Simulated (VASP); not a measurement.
# CuCl2 (P4/mmm) in VASP: single point with r2SCAN

Aim: the single point of CuCl2 with r2SCAN.

Everything below comes from runs of VASP 6.6.1. Logs are shortened: lines on timing, memory, paths and dates and some standing lists are left out, and cuts for length are marked.

## Step 1: The cell of the first run

It takes space group P4/mmm (No. 123, tetragonal). Conventional cell: a = 4.521 Å, b = 4.521 Å, c = 4.318 Å, α = 90.00°, β = 90.00°, γ = 90.00°. Within 3.0 Å of Cu (site symmetry 4/mmm) lie 4 Cl at 2.26 Å. Within 3.0 Å of Cl (site symmetry mmm) lie 2 Cu at 2.26 Å.

## Step 2: Single point, r2SCAN

Input file POSCAR:

```
CuCl2
1.0
    4.5206480000      0.0000000000      0.0000000000
    0.0000000000      4.5206480000      0.0000000000
    0.0000000000      0.0000000000      4.3177120000
Cu Cl
1 2
Direct
    0.0000000000      0.0000000000      0.0000000000
    0.5000000000      0.0000000000      0.0000000000
    0.0000000000      0.5000000000      0.0000000000
```

Input file INCAR.step1:

```
PREC = Accurate ; ENCUT = 520
ISMEAR = 0 ; SIGMA = 0.01
LREAL = False ; LASPH = True
NELM = 100 ; NBANDS = 20
GGA = PE ; ALGO = Normal
EDIFF = 1E-4 ; LWAVE = True
LCHARG = False
```

Input file INCAR.step2:

```
PREC = Accurate ; ENCUT = 520
EDIFF = 1E-6 ; ISMEAR = 0
SIGMA = 0.01 ; LREAL = False
LASPH = True ; NELM = 100
ALGO = Normal ; ISIF = 2
LWAVE = False ; LCHARG = False
METAGGA = R2SCAN ; LMIXTAU = True
NBANDS = 20 ; ISTART = 1
```

Input file KPOINTS:

```
regular mesh
0
Gamma
  3 3 3
```

Potentials or basis: VASP PAW PBE potentials, release 64 (Cu, Cl).

The run is started by

```sh
cat potpaw_PBE.64/Cu/POTCAR potpaw_PBE.64/Cl/POTCAR > POTCAR
cp INCAR.step1 INCAR
mpirun -np 1 vasp_std > vasp.out
cp INCAR.step2 INCAR
mpirun -np 1 vasp_std > vasp.out
```

OUTCAR:

```text
PREC = Accurate
   ENCUT = 520
   EDIFF = 1E-6
   ISMEAR = 0
   LREAL = False
   LASPH = True
   NELM = 100
   ISIF = 2
   METAGGA = R2SCAN
   ISTART = 1

 ion  position               nearest neighbor table
   1  0.000  0.000  0.000-   2 2.26   3 2.26   3 2.26   2 2.26
   2  0.500  0.000  0.000-   1 2.26   1 2.26
   3  0.000  0.500  0.000-   1 2.26   1 2.26

  LATTYP: Found a simple tetragonal cell.
 ALAT       =     4.5206480000
 C/A-ratio  =     0.9551090906

  Lattice vectors:

 A1 = (   4.5206480000,   0.0000000000,   0.0000000000)
 A2 = (   0.0000000000,   4.5206480000,   0.0000000000)
 A3 = (   0.0000000000,   0.0000000000,   4.3177120000)

Analysis of symmetry for initial positions (statically):
=====================================================================
 Subroutine PRICEL returns:
 Original cell was already a primitive cell.

 Routine SETGRP: Setting up the symmetry group for a
 simple tetragonal supercell.

 Subroutine GETGRP returns: Found 16 space group operations
 (whereof 16 operations were pure point group operations)
 out of a pool of 16 trial point group operations.

The static configuration has the point symmetry D_4h.

Analysis of symmetry for dynamics (positions and initial velocities):
=====================================================================
 Subroutine PRICEL returns:
 Original cell was already a primitive cell.

 Routine SETGRP: Setting up the symmetry group for a
 simple tetragonal supercell.

 Subroutine GETGRP returns: Found 16 space group operations
 (whereof 16 operations were pure point group operations)
 out of a pool of 16 trial point group operations.

The dynamic configuration has the point symmetry D_4h.

 Subroutine INISYM returns: Found 16 space group operations
 (whereof 16 operations are pure point group operations),
 and found     1 'primitive' translations

----------------------------------------------------------------------------------------

                                     Primitive cell

  volume of cell :      88.2379

  direct lattice vectors                    reciprocal lattice vectors
     4.520648000  0.000000000  0.000000000     0.221207225  0.000000000  0.000000000
     0.000000000  4.520648000  0.000000000     0.000000000  0.221207225  0.000000000
     0.000000000  0.000000000  4.317712000     0.000000000  0.000000000  0.231604146

  length of vectors
     4.520648000  4.520648000  4.317712000     0.221207225  0.221207225  0.231604146

  position of ions in fractional coordinates (direct lattice)
     0.000000000  0.000000000  0.000000000
     0.500000000  0.000000000  0.000000000
     0.000000000  0.500000000  0.000000000

  ion indices of the primitive-cell ions
   primitive index   ion index
                 1           1
                 2           2
                 3           3

----------------------------------------------------------------------------------------

 KPOINTS: regular mesh

Automatic generation of k-mesh.
 Grid dimensions read from file:
 generate k-points for:    3    3    3

 Generating k-lattice:

  Cartesian coordinates                     Fractional coordinates (reciprocal lattice)
     0.073735742  0.000000000  0.000000000     0.333333333  0.000000000  0.000000000
     0.000000000  0.073735742  0.000000000     0.000000000  0.333333333  0.000000000
     0.000000000  0.000000000  0.077201382     0.000000000  0.000000000  0.333333333

  Length of vectors
     0.073735742  0.073735742  0.077201382

  Shift w.r.t. Gamma in fractional coordinates (k-lattice)
     0.000000000  0.000000000  0.000000000

 Subroutine IBZKPT returns following result:
 ===========================================

 Found      6 irreducible k-points:

 Following reciprocal coordinates:
            Coordinates               Weight
  0.000000  0.000000  0.000000      1.000000
  0.333333  0.000000  0.000000      4.000000
  0.333333  0.333333  0.000000      4.000000
  0.000000  0.000000  0.333333      2.000000
  0.333333  0.000000  0.333333      8.000000
  0.333333  0.333333  0.333333      8.000000
   k-points           NKPTS =      6   k-points in BZ     NKDIM =      6   number of bands    NBANDS=     20
   number of dos      NEDOS =    301   number of ions     NIONS =      3
   total plane-waves  NPLWV =  41472
   dimension x,y,z NGX =    36 NGY =   36 NGZ =   32
   dimension x,y,z NGXF=    72 NGYF=   72 NGZF=   64
   ions per type =               1   2
   NGX,Y,Z   is equivalent  to a cutoff of  13.24, 13.24, 12.32 a.u.
   NGXF,Y,Z  is equivalent  to a cutoff of  26.48, 26.48, 24.64 a.u.
 SYSTEM =  unknown system
   PREC   = accura    normal or accurate (medium, high low for compatibility)
   ISTART =      1    job   : 0-new  1-cont  2-samecut
   ICHARG =      0    charge: 1-file 2-atom 10-const
   ISPIN  =      1    spin polarized calculation?
   LNONCOLLINEAR =      F non collinear calculations
   LSORBIT =      F    spin-orbit coupling
   LASPH  =      T    aspherical Exc in radial PAW
   ENCUT  =  520.0 eV  38.22 Ry    6.18 a.u.   8.41  8.41  8.03*2*pi/ulx,y,z
   NELM   =    100;   NELMIN=  2; NELMDL=  0     # of ELM steps
   EDIFF  = 0.1E-05   stopping-criterion for ELM
   LREAL  =      F    real-space projection
   EDIFFG = 0.1E-04   stopping-criterion for IOM
   NSW    =      0    number of steps for IOM
   IBRION =     -1    ionic relax: 0-MD 1-quasi-New 2-CG
   NFREE  =      0    steps in history (QN), initial steepest desc. (CG)
   ISIF   =      2    stress and relaxation
   ISYM   =      2    0-nonsym 1-usesym 2-fastsym
   POTIM  = 0.5000    time-step for ionic-motion
   TEBEG  =    0.0;   TEEND  =   0.0 temperature during run
   PSTRESS=    0.0 pullay stress
   NELECT =      25.0000    total number of electrons
   NUPDOWN=      -1.0000    fix difference up-down
   EMIN   =  10.00;   EMAX   =-10.00  energy-range for DOS
   EFERMI =   0.00;   METHOD = LEGACY
   ISMEAR =     0;   SIGMA  =   0.01  broadening in eV -4-tet -1-fermi 0-gaus
   EFERMI_NEDOS =   21; number of points for ismear=-14 and -15
   IALGO  =     38    algorithm
   IMIX   =      4    mixing-type and parameters
     AMIX     =   0.40;   BMIX     =  1.00
     AMIX_MAG =   1.60;   BMIX_MAG =  1.00
  volume/ion in A,a.u.               =      29.41       198.49
  Fermi-wavevector in a.u.,A,eV,Ry     =   1.075234  2.031898 15.730090  1.156129
  Thomas-Fermi vector in A             =   2.211085
   LORBIT       =      0    0 simple, 1 ext, 2 COOP (PROOUT), +10 PAW based schemes
   METAGGA = R2SCAN    functional components
   LHFCALC =     F    Hartree Fock is set to
   AEXX    =    0.0000 exact exchange contribution
   IVDW    =     0    specifies the selected vdW correction
   LEPSILON=     F    determine dielectric tensor
   LRPA    =     F    only Hartree local field effects (RPA)
 non-spin polarized calculation
 Gauss-broadening in eV      SIGMA  =   0.01
  energy-cutoff  :      520.00
  volume of cell :       88.24
 maximum number of plane-waves:      2382
 NGX is ok and might be reduce to    36
   NGX = 17   NGY = 17   NGZ = 17

 number of electron      25.0000003 magnetization

 Free energy of the ion-electron system (eV)
  ---------------------------------------------------
  ext. energy  EPLUGINS =         0.00000000
  ---------------------------------------------------
  free energy    TOTEN  =       -24.34942138 eV

  energy without entropy =      -24.34829343  energy(sigma->0) =      -24.34885741

 E-fermi :  -1.5130     XC(G=0):  -7.7963

 val. band max:       -1.5192651559   @ k =   0.3333   0.3333   0.3333
 cond. band min:      -0.1494864543   @ k =   0.3333   0.3333   0.0000
 fundamental gap:      1.3697787016
 Fermi energy:        -1.5129918996

 k-point     1 :       0.0000    0.0000    0.0000
  band No.  band energies     occupation
      1     -16.4908      2.00000
      2     -15.3420      2.00000
      3      -5.1436      2.00000
      4      -5.1436      2.00000
      5      -3.4329      2.00000
      6      -3.3005      2.00000
      7      -2.9178      2.00000
      8      -2.9178      2.00000
      9      -2.8855      2.00000
     10      -2.7558      2.00000
     11      -2.1230      2.00000
     12      -1.9458      2.00000
     13      -1.9458      2.00000
     14       2.0716      0.00000
     15       5.5748      0.00000
     16       8.9385      0.00000
     17       9.8834      0.00000
     18      10.0083      0.00000
     19      11.1953      0.00000
     20      11.2707      0.00000

 k-point     2 :       0.3333    0.0000    0.0000
  band No.  band energies     occupation
      1     -16.1822      2.00000
      2     -15.5835      2.00000
      3      -6.0955      2.00000
      4      -4.8621      2.00000
      5      -3.9078      2.00000
      6      -3.6707      2.00000
      7      -2.9149      2.00000
      8      -2.8484      2.00000
      9      -2.7660      2.00000
     10      -2.7545      2.00000
     11      -1.8906      2.00000
     12      -1.8337      2.00000
     13      -1.7116      2.00000
     14       4.1878      0.00000
     15       6.5674      0.00000
     16       8.1555      0.00000
     17       8.5530      0.00000
     18      10.2655      0.00000
     19      10.7970      0.00000
     20      11.6694      0.00000

 k-point     3 :       0.3333    0.3333    0.0000
  band No.  band energies     occupation
      1     -15.9639      2.00000
      2     -15.6604      2.00000
      3      -6.7808      2.00000
      4      -5.5009      2.00000
      5      -4.8157      2.00000
      6      -3.6800      2.00000
      7      -3.5778      2.00000
      8      -2.5925      2.00000
      9      -2.3097      2.00000
     10      -1.8827      2.00000
     11      -1.6580      2.00000
     12      -1.5426      1.99997
     13      -0.1495      0.00000
     14       5.1604      0.00000
     15       6.8272      0.00000
     16       7.4934      0.00000
     17       8.2956      0.00000
     18       9.0520      0.00000
     19      10.3796      0.00000
     20      10.5409      0.00000

 k-point     4 :       0.0000    0.0000    0.3333
  band No.  band energies     occupation
      1     -16.4604      2.00000
      2     -15.3230      2.00000
      3      -5.1010      2.00000
      4      -5.1010      2.00000
      5      -3.8363      2.00000
      6      -3.4309      2.00000
      7      -2.9376      2.00000
      8      -2.9376      2.00000
      9      -2.8831      2.00000
     10      -2.6554      2.00000
     11      -2.3734      2.00000
     12      -1.9231      2.00000
     13      -1.9231      2.00000
     14       2.6995      0.00000
     15       6.1586      0.00000
     16       8.1897      0.00000
     17       9.1321      0.00000
     18       9.1321      0.00000
     19      10.0678      0.00000
     20      10.2760      0.00000

 k-point     5 :       0.3333    0.0000    0.3333
  band No.  band energies     occupation
      1     -16.1542      2.00000
      2     -15.5612      2.00000
      3      -6.0635      2.00000
      4      -4.8244      2.00000
      5      -3.9205      2.00000
      6      -3.8954      2.00000
      7      -3.1400      2.00000
      8      -2.9338      2.00000
      9      -2.8034      2.00000
     10      -2.6784      2.00000
     11      -1.8874      2.00000
     12      -1.8121      2.00000
     13      -1.7835      2.00000
     14       4.6747      0.00000
     15       5.9469      0.00000
     16       7.6682      0.00000
     17       9.7975      0.00000
     18      10.1186      0.00000
     19      11.1307      0.00000
     20      11.4058      0.00000

 k-point     6 :       0.3333    0.3333    0.3333
  band No.  band energies     occupation
      1     -15.9376      2.00000
      2     -15.6373      2.00000
      3      -6.7281      2.00000
      4      -5.4910      2.00000
      5      -4.7783      2.00000
      6      -3.9065      2.00000
      7      -3.7437      2.00000
      8      -2.4678      2.00000
      9      -2.2800      2.00000
     10      -2.0683      2.00000
     11      -1.8210      2.00000
     12      -1.5193      1.62501
     13      -0.1362      0.00000
     14       4.3897      0.00000
     15       6.3851      0.00000
     16       7.4625      0.00000
     17       9.5884      0.00000
     18       9.9353      0.00000
     19      10.4751      0.00000
     20      10.6167      0.00000

------------------------ aborting loop because EDIFF is reached ----------------------------------------

  FORCE on cell =-STRESS in cart. coord.  units (eV):
  Direction    XX          YY          ZZ          XY          YZ          ZX
  --------------------------------------------------------------------------------------
  -------------------------------------------------------------------------------------
  Total       -0.9200940     -0.9200940     -0.1390245      0.0000000      0.0000000     -0.0000000
  in kB      -16.7065859    -16.7065859     -2.5243350      0.0000000      0.0000000     -0.0000000
  external PRESSURE =     -11.9791689 kB  Pullay stress =       0.0000000 kB

 VOLUME and BASIS-vectors are now :
 -----------------------------------------------------------------------------
  energy-cutoff  :      520.00
  volume of cell :       88.24
      direct lattice vectors                 reciprocal lattice vectors
     4.520648000  0.000000000  0.000000000     0.221207225  0.000000000  0.000000000
     0.000000000  4.520648000  0.000000000     0.000000000  0.221207225  0.000000000
     0.000000000  0.000000000  4.317712000     0.000000000  0.000000000  0.231604146

 POSITION                                       TOTAL-FORCE (eV/Angst)
 -----------------------------------------------------------------------------------
      0.00000      0.00000      0.00000         0.000000      0.000000      0.000000
      2.26032      0.00000      0.00000         0.000000      0.000000      0.000000
      0.00000      2.26032      0.00000         0.000000      0.000000      0.000000
 -----------------------------------------------------------------------------------
    total drift:                               -0.000000     -0.000000     -0.000000

  FREE ENERGIE OF THE ION-ELECTRON SYSTEM (eV)
  ---------------------------------------------------
  free  energy   TOTEN  =       -24.3494213828 eV

  energy  without entropy=      -24.3482934334  energy(sigma->0) =      -24.34885741
```

Wall time 28 s (1 thread of Intel Xeon Platinum 8488C (Sapphire Rapids), shared host); peak memory 0.2 GiB.

Results:

| Quantity | Value |
| --- | --- |
| Free energy | -24.3494 eV |
| Pressure | -1.2 GPa |

Caveat: the k points lie up to 0.49 Å⁻¹ apart; the PAW data sets were made with another functional, which shifts forces and pressure a little; an odd number of electrons without spin polarisation forces a metal; a magnetic or distorted state may lie lower; semilocal functionals often make such compounds metallic where correlation or magnetic order opens a gap, which also shifts bond lengths. With open d or f shells a metallic result of r2SCAN can be an artefact of self-interaction; +U or a hybrid may open a gap.
